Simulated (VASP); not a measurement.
A run of VASP 6.6.1 is set up as follows.

INCAR

```
ALGO = Normal ; EDIFF = 1E-7
ENCUT = 520 ; GGA = PS
ISIF = 2 ; ISMEAR = -1
ISPIN = 2 ; LASPH = T
LCHARG = T ; LELF = T
LMAXMIX = 4 ; LORBIT = 11
LREAL = F ; LVHAR = T
LWAVE = F ; MAGMOM = 0.4
NBANDS = 15 ; NELM = 150
NUPDOWN = 0.4 ; PREC = Accurate
SIGMA = 0.05
```

KPOINTS

```
k-points
0
Gamma
  13 13 13
```

POSCAR

```
Hf
1.0
   -1.8050000000      1.8050000000      1.8050000000
    1.8050000000     -1.8050000000      1.8050000000
    1.8050000000      1.8050000000     -1.8050000000
Hf
1
Direct
    0.0000000000      0.0000000000      0.0000000000
```

Potentials or basis: VASP PAW PBE potentials, release 64 (Hf_pv).

Launch:

```sh
$ cat potpaw_PBE.64/Hf_pv/POTCAR > POTCAR
$ mpirun -np 1 vasp_std > vasp.out
```

Task: Predict the pressure.

Result: -9.0 GPa.

Caveat: the PAW data sets were made with another functional, which shifts forces and pressure a little; the total moment is fixed, so each spin has its own Fermi level.
